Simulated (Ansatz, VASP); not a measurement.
**Two plane-wave programs on SnTe**

```xyz
2
Lattice="0.0000 3.5840 3.5840 3.5840 0.0000 3.5840 3.5840 3.5840 0.0000" Properties=species:S:1:pos:R:3 pbc="T T T"
Sn    0.0000    0.0000    0.0000
Te    1.7920    1.7920    1.7920
```

Alike in both runs: task single point; functional HSE06; k mesh 4 × 4 × 4; occupations fermi-dirac, width 0.02 eV; non-collinear spin, spin-orbit coupling.

|  | VASP | Ansatz |
| --- | --- | --- |
| version | VASP 6.6.1 | Ansatz 0.2.0 |
| potentials or method | VASP PAW PBE potentials, release 64 (Sn_d, Te) | plane waves, PAW |
| plane-wave cutoff (eV) | 400 | 420 |
| valence electrons in the cell | 20 | 30 |

```csv
,VASP,Ansatz,Ansatz less VASP
net moment per atom (μB),0.00,0.00,0.000
```

VASP's potentials hold 20 valence electrons a cell and Ansatz's 30, so a difference there can come from the potentials and not from the codes. Ansatz's warnings: filled band counts differ across k points.

The k mesh is coarse, so the values compare programs but aren't converged.
